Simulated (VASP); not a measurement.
# SrLi2SnSe4 (I-42m) in VASP: a series of runs, part 2 of 2

VASP 6.6.1. Earlier steps stand in the parts before.

## (3) Single point, r2SCAN

POSCAR reads:

```
SrLi2SnSe4
1.0
   -3.5188777736      3.5188777736      4.1523163313
    3.5188777736     -3.5188777736      4.1523163313
    3.5188777736      3.5188777736     -4.1523163313
Sn Sr Li Se
1 1 2 4
Direct
    0.0000000000      0.0000000000      0.0000000000
    0.5000000000      0.5000000000      0.0000000000
    0.2500000000      0.7500000000      0.5000000000
    0.7500000000      0.2500000000      0.5000000000
    0.0341281357      0.0341281357      0.4165601386
    0.9658718643      0.3824320029      0.0000000000
    0.6175679971      0.6175679971      0.5834398614
    0.3824320029      0.9658718643      0.0000000000
```

INCAR.step1 reads:

```
  ALGO = Normal
  EDIFF = 1E-4
  ENCUT = 520
  GGA = PE
  ISMEAR = 1
  LASPH = T
  LCHARG = F
  LREAL = F
  LWAVE = T
  NBANDS = 37
  NELM = 60
  PREC = Accurate
  SIGMA = 0.0134
```

INCAR.step2 reads:

```
  ALGO = Normal
  EDIFF = 1E-6
  ENCUT = 520
  ISIF = 2
  ISMEAR = 1
  ISTART = 1
  LASPH = T
  LCHARG = T
  LELF = T
  LMIXTAU = T
  LREAL = F
  LVHAR = T
  LWAVE = F
  METAGGA = R2SCAN
  NBANDS = 37
  NELM = 60
  PREC = Accurate
  SIGMA = 0.0134
```

KPOINTS reads:

```
k-points
0
Gamma
  4 4 4
```

Potentials or basis: VASP PAW PBE potentials, release 64 (Sn_d, Sr_sv, Li_sv, Se).

Run with:

```bash
$ cat potpaw_PBE.64/Sn_d/POTCAR potpaw_PBE.64/Sr_sv/POTCAR potpaw_PBE.64/Li_sv/POTCAR potpaw_PBE.64/Se/POTCAR > POTCAR
$ cp INCAR.step1 INCAR
$ mpirun -np 1 vasp_std > vasp.out
$ cp INCAR.step2 INCAR
$ mpirun -np 1 vasp_std > vasp.out
```

OUTCAR:

```text
EDIFF = 1E-6
   ENCUT = 520
   ISIF = 2
   ISMEAR = 1
   ISTART = 1
   LASPH = T
   LREAL = F
   METAGGA = R2SCAN
   NELM = 60
   PREC = Accurate

 ion  position               nearest neighbor table
   1  0.000  0.000  0.000-   5 2.53   7 2.53   6 2.53   8 2.53   2 4.15   2 4.15
   2  0.500  0.500  0.000-   6 3.24   8 3.24   5 3.24   7 3.24   7 3.41   8 3.41   6 3.41   5 3.41
                             1 4.15   1 4.15
   3  0.250  0.750  0.500-   7 2.60   8 2.60   6 2.60   5 2.60
   4  0.750  0.250  0.500-   7 2.60   6 2.60   8 2.60   5 2.60
   5  0.034  0.034  0.417-   1 2.53   3 2.60   4 2.60   2 3.24   2 3.41
   6  0.966  0.382  0.000-   1 2.53   3 2.60   4 2.60   2 3.24   2 3.41
   7  0.618  0.618  0.583-   1 2.53   3 2.60   4 2.60   2 3.24   2 3.41
   8  0.382  0.966  0.000-   1 2.53   4 2.60   3 2.60   2 3.24   2 3.41

  LATTYP: Found a body centered tetragonal cell.
 ALAT       =     7.0377555472
 C/A-ratio  =     1.1800115260

  Lattice vectors:

 A1 = (  -3.5188777736,   3.5188777736,   4.1523163313)
 A2 = (   3.5188777736,  -3.5188777736,   4.1523163313)
 A3 = (   3.5188777736,   3.5188777736,  -4.1523163313)

Analysis of symmetry for initial positions (statically):
=====================================================================
 Subroutine PRICEL returns:
 Original cell was already a primitive cell.

 Routine SETGRP: Setting up the symmetry group for a
 body centered tetragonal supercell.

 Subroutine GETGRP returns: Found  8 space group operations
 (whereof  8 operations were pure point group operations)
 out of a pool of 16 trial point group operations.

The static configuration has the point symmetry D_2d.

Analysis of symmetry for dynamics (positions and initial velocities):
=====================================================================
 Subroutine PRICEL returns:
 Original cell was already a primitive cell.

 Routine SETGRP: Setting up the symmetry group for a
 body centered tetragonal supercell.

 Subroutine GETGRP returns: Found  8 space group operations
 (whereof  8 operations were pure point group operations)
 out of a pool of 16 trial point group operations.

The dynamic configuration has the point symmetry D_2d.

 Subroutine INISYM returns: Found  8 space group operations
 (whereof  8 operations are pure point group operations),
 and found     1 'primitive' translations

----------------------------------------------------------------------------------------

                                     Primitive cell

  volume of cell :     205.6642

  direct lattice vectors                    reciprocal lattice vectors
    -3.518877774  3.518877774  4.152316331     0.000000000  0.142090755  0.120414718
     3.518877774 -3.518877774  4.152316331     0.142090755  0.000000000  0.120414718
     3.518877774  3.518877774 -4.152316331     0.142090755  0.142090755  0.000000000

  length of vectors
     6.481260100  6.481260100  6.481260100     0.186251140  0.186251140  0.200946673

  position of ions in fractional coordinates (direct lattice)
     0.000000000  0.000000000  0.000000000
     0.500000000  0.500000000  0.000000000
     0.250000000  0.750000000  0.500000000
[... 52 lines left out ...]
  0.250000  0.250000  0.250000      2.000000
 -0.250000  0.250000  0.250000      4.000000
  0.500000  0.500000  0.250000      4.000000
 -0.250000  0.500000  0.250000      8.000000
 -0.250000 -0.250000  0.250000      2.000000
  0.500000  0.500000  0.500000      1.000000
   k-points           NKPTS =     13   k-points in BZ     NKDIM =     13   number of bands    NBANDS=     37
   number of dos      NEDOS =    301   number of ions     NIONS =      8
   total plane-waves  NPLWV = 110592
   dimension x,y,z NGX =    48 NGY =   48 NGZ =   48
   dimension x,y,z NGXF=    96 NGYF=   96 NGZF=   96
   ions per type =               1   1   2   4
   NGX,Y,Z   is equivalent  to a cutoff of  12.31, 12.31, 12.31 a.u.
   NGXF,Y,Z  is equivalent  to a cutoff of  24.62, 24.62, 24.62 a.u.
 SYSTEM =  unknown system
   PREC   = accura    normal or accurate (medium, high low for compatibility)
   ISTART =      1    job   : 0-new  1-cont  2-samecut
   ICHARG =      0    charge: 1-file 2-atom 10-const
   ISPIN  =      1    spin polarized calculation?
   LNONCOLLINEAR =      F non collinear calculations
   LSORBIT =      F    spin-orbit coupling
   LASPH  =      T    aspherical Exc in radial PAW
   ENCUT  =  520.0 eV  38.22 Ry    6.18 a.u.  12.05 12.05 12.05*2*pi/ulx,y,z
   NELM   =     60;   NELMIN=  2; NELMDL=  0     # of ELM steps
   EDIFF  = 0.1E-05   stopping-criterion for ELM
   LREAL  =      F    real-space projection
   EDIFFG = 0.1E-04   stopping-criterion for IOM
   NSW    =      0    number of steps for IOM
   IBRION =     -1    ionic relax: 0-MD 1-quasi-New 2-CG
   NFREE  =      0    steps in history (QN), initial steepest desc. (CG)
   ISIF   =      2    stress and relaxation
   ISYM   =      2    0-nonsym 1-usesym 2-fastsym
   POTIM  = 0.5000    time-step for ionic-motion
   TEBEG  =    0.0;   TEEND  =   0.0 temperature during run
   PSTRESS=    0.0 pullay stress
   NELECT =      54.0000    total number of electrons
   NUPDOWN=      -1.0000    fix difference up-down
   EMIN   =  10.00;   EMAX   =-10.00  energy-range for DOS
   EFERMI =   0.00;   METHOD = LEGACY
   ISMEAR =     1;   SIGMA  =   0.01  broadening in eV -4-tet -1-fermi 0-gaus
   EFERMI_NEDOS =   21; number of points for ismear=-14 and -15
   IALGO  =     38    algorithm
   IMIX   =      4    mixing-type and parameters
     AMIX     =   0.40;   BMIX     =  1.00
     AMIX_MAG =   1.60;   BMIX_MAG =  1.00
  volume/ion in A,a.u.               =      25.71       173.49
  Fermi-wavevector in a.u.,A,eV,Ry     =   1.048302  1.981004 14.951952  1.098937
  Thomas-Fermi vector in A             =   2.183218
   LORBIT       =      0    0 simple, 1 ext, 2 COOP (PROOUT), +10 PAW based schemes
   METAGGA = R2SCAN    functional components
   LHFCALC =     F    Hartree Fock is set to
   AEXX    =    0.0000 exact exchange contribution
   IVDW    =     0    specifies the selected vdW correction
   LEPSILON=     F    determine dielectric tensor
   LRPA    =     F    only Hartree local field effects (RPA)
 non-spin polarized calculation
 Methfessel and Paxton  Order N= 1 SIGMA  =   0.01
  energy-cutoff  :      520.00
  volume of cell :      205.66
 maximum number of plane-waves:      5604
   NGX = 25   NGY = 25   NGZ = 25

 number of electron      53.9999987 magnetization

 Free energy of the ion-electron system (eV)
  ---------------------------------------------------
  ext. energy  EPLUGINS =         0.00000000
  ---------------------------------------------------
  free energy    TOTEN  =      -112.51833647 eV

  energy without entropy =     -112.51833647  energy(sigma->0) =     -112.51833647

 E-fermi :   2.1748     XC(G=0):  -9.0373

 val. band max:        2.0549971305   @ k =   0.5000   0.5000   0.5000
 cond. band min:       4.1477201856   @ k =   0.5000   0.5000   0.5000
 fundamental gap:      2.0927230551
 Fermi energy:         2.1748334016

 k-point     1 :       0.0000    0.0000    0.0000
  band No.  band energies     occupation
      1     -44.5969      2.00000
      2     -44.5969      2.00000
      3     -33.9906      2.00000
      4     -19.8480      2.00000
      5     -19.8480      2.00000
      6     -19.8371      2.00000
[... 509 lines left out ...]
     36       8.5768      0.00000
     37       9.0866      0.00000

------------------------ aborting loop because EDIFF is reached ----------------------------------------

  FORCE on cell =-STRESS in cart. coord.  units (eV):
  Direction    XX          YY          ZZ          XY          YZ          ZX
  --------------------------------------------------------------------------------------
  -------------------------------------------------------------------------------------
  Total       -0.0205197     -0.0205197      0.0597315      0.0000000      0.0000000      0.0000000
  in kB       -0.1598538     -0.1598538      0.4653235      0.0000000      0.0000000      0.0000000
  external PRESSURE =       0.0485387 kB  Pullay stress =       0.0000000 kB

 VOLUME and BASIS-vectors are now :
 -----------------------------------------------------------------------------
  energy-cutoff  :      520.00
  volume of cell :      205.66
      direct lattice vectors                 reciprocal lattice vectors
    -3.518877774  3.518877774  4.152316331     0.000000000  0.142090755  0.120414718
     3.518877774 -3.518877774  4.152316331     0.142090755  0.000000000  0.120414718
     3.518877774  3.518877774 -4.152316331     0.142090755  0.142090755  0.000000000

 POSITION                                       TOTAL-FORCE (eV/Angst)
 -----------------------------------------------------------------------------------
      0.00000      0.00000      0.00000        -0.000000     -0.000000      0.000000
      0.00000      0.00000      4.15232        -0.000000     -0.000000     -0.000000
      3.51888      0.00000      2.07616        -0.000000     -0.000000      0.000000
      0.00000      3.51888      2.07616         0.000000      0.000000      0.000000
      1.46582      1.46582     -1.44627         0.002241      0.002241     -0.007360
     -2.05305      2.05305      5.59858         0.002241     -0.002241      0.007360
      2.05305      2.05305      2.70605        -0.002241     -0.002241     -0.007360
      2.05305     -2.05305      5.59858        -0.002241      0.002241      0.007360
 -----------------------------------------------------------------------------------
    total drift:                               -0.000115     -0.000115     -0.000094

  FREE ENERGIE OF THE ION-ELECTRON SYSTEM (eV)
  ---------------------------------------------------
  free  energy   TOTEN  =      -112.5183364665 eV

  energy  without entropy=     -112.5183364665  energy(sigma->0) =     -112.51833647
```

It took 17 min on 1 thread of AMD EPYC 9755, shared host; peak memory 0.38 GiB.

Results:

* Free energy: -112.5183 eV
* Largest force: 0.008 eV/Å
* Band gap on the k mesh: 2.09 eV, direct

Forces in eV/Å, atoms in the order of the input:
```
Sn   0.000  0.000  0.000
Sr   0.000  0.000  0.000
Li   0.000  0.000  0.000
Li   0.000  0.000  0.000
Se   0.002  0.002 -0.007
Se   0.002 -0.002  0.007
Se  -0.002 -0.002 -0.007
Se  -0.002  0.002  0.007
```

Levels at points of the mesh, in eV from the valence-band top:
```csv
k point,band 23,band 24,band 25,band 26,band 27,band 28,band 29,band 30,band 31,band 32
"(0.00, 0.00, 0.00)",-0.97,-0.95,-0.58,-0.44,-0.44,2.38,3.88,4.51,5.01,5.07
"(0.50, 0.00, 0.00)",-1.44,-1.31,-0.95,-0.74,-0.57,2.60,3.66,4.62,4.85,5.05
"(0.50, 0.50, 0.00)",-1.49,-1.39,-1.18,-1.10,-0.63,2.71,4.05,4.52,4.55,4.74
"(0.50, 0.50, 0.50)",-2.07,-1.83,-0.52,-0.52,0.00,2.09,3.94,3.94,4.17,5.29
```

Caveat: the cutoff is under 1.25 times the usual one of these potentials, so pressure, stress and relaxed cells hold a basis-set (Pulay) error; the PAW data sets were made with another functional, which shifts forces and pressure a little; spin-orbit coupling is left out, which moves the levels of the heavy elements. A k mesh can miss the band edges.
